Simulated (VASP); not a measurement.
A run of VASP 6.6.1:

The input INCAR:

```
SYSTEM = BeTe
ALGO     = Normal         ! electronic algorithm
EDIFF    = 1E-6           ! SCF threshold, eV
ENCUT    = 520            ! plane-wave cutoff, eV
GGA      = PS             ! functional
ISIF     = 2              ! what is computed and relaxed
ISMEAR   = -1             ! smearing method
LASPH    = .True.         ! aspherical terms in the spheres
LCHARG   = .False.        ! write CHGCAR
LREAL    = .False.        ! projectors in reciprocal space
LWAVE    = .False.        ! write WAVECAR
NBANDS   = 11             ! bands
NELM     = 60             ! most SCF steps
PREC     = Accurate       ! precision mode
SIGMA    = 0.08           ! smearing width, eV
```

Contents of KPOINTS:

```
k-points
0
Gamma
  15 15 15
  0 0 0
```

POSCAR

```
BeTe
1.0
    0.0000000000      2.3536011540      2.3536011540
    2.3536011540      0.0000000000      2.3536011540
    2.3536011540      2.3536011540      0.0000000000
Be Te
1 1
Direct
    0.0000000000      0.0000000000      0.0000000000
    0.5000000000      0.5000000000      0.5000000000
```

Potentials or basis: VASP PAW PBE potentials, release 64 (Be, Te).

The run is started by

```sh
$ cat potpaw_PBE.64/Be/POTCAR potpaw_PBE.64/Te/POTCAR > POTCAR
$ mpirun -np 1 vasp_std > vasp.out
```

Hardware: 1 thread of AMD EPYC 9R45 96-Core Processor (Zen 5), with other jobs on the host.

Task: How long does it take, and how much memory?

Result: It took 21 s on 1 thread of AMD EPYC 9R45 96-Core Processor (Zen 5), with other jobs on the host, peak memory 0.15 GiB. Counts: scf iterations 11, k points 120.
